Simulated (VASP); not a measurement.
# Pt (Fm-3m) in VASP: further runs

Runs on Pt. Level: LDA. Tasks: single point.

Program: VASP 6.6.1. These are calculated values, not measurements. Logs are shortened: lines on timing, memory, paths and dates and some standing lists are left out, and cuts for length are marked.

### Step 1. The cell of the first run

The structure is cubic, space group Fm-3m (No. 225). Conventional cell: a = 3.777 Å, b = 3.777 Å, c = 3.777 Å, α = 90.00°, β = 90.00°, γ = 90.00°. Pt (site symmetry m-3m) has 12 Pt at 2.67 Å within 3.5 Å.

### Step 2. Single point, LDA

Contents of INCAR:

```
PREC = Accurate
ENCUT = 520
EDIFF = 1E-6
ISMEAR = 0
SIGMA = 0.15
LREAL = F
LASPH = T
NELM = 60
ALGO = Normal
ISIF = 2
LWAVE = F
LCHARG = T
GGA = CA
LELF = T
LVHAR = T
NBANDS = 11
```

Contents of KPOINTS:

```
regular mesh
0
Gamma
  20 20 20
```

Contents of POSCAR:

```
Pt
1.0
    0.0000000000      1.8883642697      1.8883642697
    1.8883642697      0.0000000000      1.8883642697
    1.8883642697      1.8883642697      0.0000000000
Pt
1
Direct
    0.0000000000      0.0000000000      0.0000000000
```

Potentials or basis: VASP PAW LDA potentials, release 64 (Pt).

Started as:

```
$ cat potpaw_LDA.64/Pt/POTCAR > POTCAR
$ mpirun -np 1 vasp_std > vasp.out
```

OUTCAR:

```text
PREC = Accurate
   ENCUT = 520
   EDIFF = 1E-6
   ISMEAR = 0
   LREAL = F
   LASPH = T
   NELM = 60
   ISIF = 2
   GGA = CA

 ion  position               nearest neighbor table
   1  0.000  0.000  0.000-

  LATTYP: Found a face centered cubic cell.
 ALAT       =     3.7767285394

  Lattice vectors:

 A1 = (   0.0000000000,   1.8883642697,   1.8883642697)
 A2 = (   1.8883642697,   0.0000000000,   1.8883642697)
 A3 = (   1.8883642697,   1.8883642697,   0.0000000000)

Analysis of symmetry for initial positions (statically):
=====================================================================
 Subroutine PRICEL returns:
 Original cell was already a primitive cell.

 Routine SETGRP: Setting up the symmetry group for a
 face centered cubic supercell.

 Subroutine GETGRP returns: Found 48 space group operations
[... 9 lines left out ...]

 Routine SETGRP: Setting up the symmetry group for a
 face centered cubic supercell.

 Subroutine GETGRP returns: Found 48 space group operations
[... 11 lines left out ...]
                                     Primitive cell

  volume of cell :      13.4675

  direct lattice vectors                    reciprocal lattice vectors
     0.000000000  1.888364270  1.888364270    -0.264779422  0.264779422  0.264779422
     1.888364270  0.000000000  1.888364270     0.264779422 -0.264779422  0.264779422
     1.888364270  1.888364270  0.000000000     0.264779422  0.264779422 -0.264779422

  length of vectors
     2.670550361  2.670550361  2.670550361     0.458611412  0.458611412  0.458611412

  position of ions in fractional coordinates (direct lattice)
     0.000000000  0.000000000  0.000000000

  ion indices of the primitive-cell ions
   primitive index   ion index
                 1           1

----------------------------------------------------------------------------------------

 KPOINTS: regular mesh

Automatic generation of k-mesh.
 Grid dimensions read from file:
 generate k-points for:   20   20   20

 Generating k-lattice:

  Cartesian coordinates                     Fractional coordinates (reciprocal lattice)
    -0.013238971  0.013238971  0.013238971     0.050000000  0.000000000  0.000000000
     0.013238971 -0.013238971  0.013238971     0.000000000  0.050000000  0.000000000
     0.013238971  0.013238971 -0.013238971     0.000000000  0.000000000  0.050000000

  Length of vectors
     0.022930571  0.022930571  0.022930571

  Shift w.r.t. Gamma in fractional coordinates (k-lattice)
     0.000000000  0.000000000  0.000000000

 Subroutine IBZKPT returns following result:
 ===========================================

 Found    256 irreducible k-points:

 Following reciprocal coordinates:
            Coordinates               Weight
  0.000000  0.000000  0.000000      1.000000
  0.050000  0.000000  0.000000      8.000000
  0.100000  0.000000  0.000000      8.000000
  0.150000  0.000000  0.000000      8.000000
  0.200000  0.000000  0.000000      8.000000
  0.250000  0.000000  0.000000      8.000000
[... 16 lines left out ...]
 -0.400000  0.050000  0.000000     24.000000
 -0.350000  0.050000  0.000000     24.000000
 [... further k-points ...]
   k-points           NKPTS =    256   k-points in BZ     NKDIM =    256   number of bands    NBANDS=     11
   number of dos      NEDOS =    301   number of ions     NIONS =      1
   total plane-waves  NPLWV =   8000
   dimension x,y,z NGX =    20 NGY =   20 NGZ =   20
   dimension x,y,z NGXF=    40 NGYF=   40 NGZF=   40
   ions per type =               1
   NGX,Y,Z   is equivalent  to a cutoff of  12.45, 12.45, 12.45 a.u.
   NGXF,Y,Z  is equivalent  to a cutoff of  24.90, 24.90, 24.90 a.u.
 SYSTEM =  unknown system
   PREC   = accura    normal or accurate (medium, high low for compatibility)
   ISTART =      0    job   : 0-new  1-cont  2-samecut
   ICHARG =      2    charge: 1-file 2-atom 10-const
   ISPIN  =      1    spin polarized calculation?
   LNONCOLLINEAR =      F non collinear calculations
   LSORBIT =      F    spin-orbit coupling
   LASPH  =      T    aspherical Exc in radial PAW
   ENCUT  =  520.0 eV  38.22 Ry    6.18 a.u.   4.97  4.97  4.97*2*pi/ulx,y,z
   NELM   =     60;   NELMIN=  2; NELMDL= -5     # of ELM steps
   EDIFF  = 0.1E-05   stopping-criterion for ELM
   LREAL  =      F    real-space projection
   EDIFFG = 0.1E-04   stopping-criterion for IOM
   NSW    =      0    number of steps for IOM
   IBRION =     -1    ionic relax: 0-MD 1-quasi-New 2-CG
   NFREE  =      0    steps in history (QN), initial steepest desc. (CG)
   ISIF   =      2    stress and relaxation
   ISYM   =      2    0-nonsym 1-usesym 2-fastsym
   POTIM  = 0.5000    time-step for ionic-motion
   TEBEG  =    0.0;   TEEND  =   0.0 temperature during run
   PSTRESS=    0.0 pullay stress
   NELECT =      10.0000    total number of electrons
   NUPDOWN=      -1.0000    fix difference up-down
   EMIN   =  10.00;   EMAX   =-10.00  energy-range for DOS
   EFERMI =   0.00;   METHOD = LEGACY
   ISMEAR =     0;   SIGMA  =   0.15  broadening in eV -4-tet -1-fermi 0-gaus
   EFERMI_NEDOS =   21; number of points for ismear=-14 and -15
   IALGO  =     38    algorithm
   IMIX   =      4    mixing-type and parameters
     AMIX     =   0.40;   BMIX     =  1.00
     AMIX_MAG =   1.60;   BMIX_MAG =  1.00
  volume/ion in A,a.u.               =      13.47        90.88
  Fermi-wavevector in a.u.,A,eV,Ry     =   1.482447  2.801418 29.900815  2.197648
  Thomas-Fermi vector in A             =   2.596232
   LORBIT       =      0    0 simple, 1 ext, 2 COOP (PROOUT), +10 PAW based schemes
   GGA     = CA    functional components
   LHFCALC =     F    Hartree Fock is set to
   AEXX    =    0.0000 exact exchange contribution
   IVDW    =     0    specifies the selected vdW correction
   LEPSILON=     F    determine dielectric tensor
   LRPA    =     F    only Hartree local field effects (RPA)
 non-spin polarized calculation
 Gauss-broadening in eV      SIGMA  =   0.15
  energy-cutoff  :      520.00
  volume of cell :       13.47
 maximum number of plane-waves:       380
   NGX =  9   NGY =  9   NGZ =  9

 number of electron      10.0000001 magnetization

 Free energy of the ion-electron system (eV)
  ---------------------------------------------------
  ext. energy  EPLUGINS =         0.00000000
  ---------------------------------------------------
  free energy    TOTEN  =        -7.37498853 eV

  energy without entropy =       -7.35894203  energy(sigma->0) =       -7.36696528

 E-fermi :  13.5090     XC(G=0): -14.3509

 val. band max:       13.5009561176   @ k =   0.4000   0.1000   0.0500
 cond. band min:      13.5109687246   @ k =  -0.4500   0.1000   0.0500
 fundamental gap:      0.0100126071
 Fermi energy:        13.5089599982

 k-point     1 :       0.0000    0.0000    0.0000
  band No.  band energies     occupation
      1       1.9100      2.00000
      2       8.9104      2.00000
      3       8.9104      2.00000
      4       8.9104      2.00000
      5      11.5454      2.00000
      6      11.5454      2.00000
      7      27.6920      0.00000
      8      33.2734      0.00000
      9      33.2734      0.00000
     10      33.2734      0.00000
     11      39.1571      0.00000

 k-point     2 :       0.0500    0.0000    0.0000
  band No.  band energies     occupation
      1       2.0235      2.00000
      2       8.8535      2.00000
      3       8.9584      2.00000
      4       8.9584      2.00000
      5      11.5150      2.00000
      6      11.5150      2.00000
      7      27.8849      0.00000
      8      32.7186      0.00000
      9      33.4611      0.00000
     10      33.4611      0.00000
     11      39.8263      0.00000

 k-point     3 :       0.1000    0.0000    0.0000
  band No.  band energies     occupation
      1       2.3547      2.00000
      2       8.7039      2.00000
      3       9.0881      2.00000
      4       9.0881      2.00000
      5      11.4437      2.00000
      6      11.4437      2.00000
      7      28.4256      0.00000
      8      31.5102      0.00000
      9      34.0121      0.00000
     10      34.0121      0.00000
     11      41.1416      0.00000

 k-point     4 :       0.1500    0.0000    0.0000
  band No.  band energies     occupation
      1       2.8716      2.00000
      2       8.5215      2.00000
      3       9.2512      2.00000
      4       9.2512      2.00000
      5      11.3934      2.00000
      6      11.3934      2.00000
      7      29.1686      0.00000
      8      30.1559      0.00000
      9      34.8911      0.00000
     10      34.8911      0.00000
     11      40.6406      0.00000

 k-point     5 :       0.2000    0.0000    0.0000
  band No.  band energies     occupation
      1       3.5065      2.00000
      2       8.4056      2.00000
      3       9.3629      2.00000
      4       9.3629      2.00000
      5      11.4627      2.00000
      6      11.4627      2.00000
      7      28.6689      0.00000
      8      29.9782      0.00000
      9      36.0372      0.00000
     10      36.0372      0.00000
     11      38.8646      0.00000
[... 211 lines left out ...]
 k-point    21 :       0.5000    0.0500    0.0000
  band No.  band energies     occupation
      1       4.9470      2.00000
      2       8.7465      2.00000
      3       8.9152      2.00000
      4      11.8557      2.00000
      5      13.5777      0.51692
      6      14.2305      0.00000
      7      20.2986      0.00000
      8      27.5061      0.00000
      9      33.0087      0.00000
     10      33.0122      0.00000
     11      43.6546      0.00000

 k-point    22 :      -0.4500    0.0500    0.0000
  band No.  band energies     occupation
      1       4.9510      2.00000
      2       8.7692      2.00000
      3       8.9143      2.00000
      4      11.7695      2.00000
      5      13.4176      1.61101
      6      14.2227      0.00000
      7      20.5162      0.00000
      8      27.5524      0.00000
      9      32.8419      0.00000
     10      33.3707      0.00000
     11      43.2471      0.00000

 k-point    23 :      -0.4000    0.0500    0.0000
  band No.  band energies     occupation
      1       4.9644      2.00000
      2       8.8564      2.00000
      3       8.9779      2.00000
      4      11.0370      2.00000
      5      13.0471      1.99999
      6      13.8365      0.00201
      7      21.7703      0.00000
      8      27.8756      0.00000
      9      33.2115      0.00000
     10      34.2716      0.00000
     11      41.7705      0.00000

 k-point    24 :      -0.3500    0.0500    0.0000
  band No.  band energies     occupation
      1       4.9430      2.00000
      2       8.9922      2.00000
      3       9.0977      2.00000
      4      10.0101      2.00000
      5      12.5405      2.00000
      6      13.3345      1.90001
      7      23.4790      0.00000
      8      28.4846      0.00000
      9      34.0295      0.00000
     10      35.6456      0.00000
     11      39.9245      0.00000

 [... further k-points ...]
[... 5 lines left out ...]
  --------------------------------------------------------------------------------------
  -------------------------------------------------------------------------------------
  Total        3.1213100      3.1213100      3.1213100      0.0000000      0.0000000     -0.0000000
  in kB      371.3301084    371.3301084    371.3301084      0.0000000      0.0000000     -0.0000000
  external PRESSURE =     371.3301084 kB  Pullay stress =       0.0000000 kB

 VOLUME and BASIS-vectors are now :
 -----------------------------------------------------------------------------
  energy-cutoff  :      520.00
  volume of cell :       13.47
      direct lattice vectors                 reciprocal lattice vectors
     0.000000000  1.888364270  1.888364270    -0.264779422  0.264779422  0.264779422
     1.888364270  0.000000000  1.888364270     0.264779422 -0.264779422  0.264779422
     1.888364270  1.888364270  0.000000000     0.264779422  0.264779422 -0.264779422

 POSITION                                       TOTAL-FORCE (eV/Angst)
 -----------------------------------------------------------------------------------
      0.00000      0.00000      0.00000         0.000000      0.000000     -0.000000
 -----------------------------------------------------------------------------------
    total drift:                               -0.000000     -0.000000     -0.000000

  FREE ENERGIE OF THE ION-ELECTRON SYSTEM (eV)
  ---------------------------------------------------
  free  energy   TOTEN  =        -7.3749885256 eV

  energy  without entropy=       -7.3589420309  energy(sigma->0) =       -7.36696528
```

Wall time 18 s (1 thread of AMD EPYC 9R45 (Zen 5), shared host); peak memory 0.12 GiB.

Results:

* Free energy: -7.3750 eV
* Pressure: 37.1 GPa
* Band gap on the k mesh: zero (band 5 reaches 14.13 eV, above the bottom of band 6 at 11.39 eV)

Caveat: spin-orbit coupling is left out, which moves the levels of the heavy elements.

(Continued in part 2 of 2.)
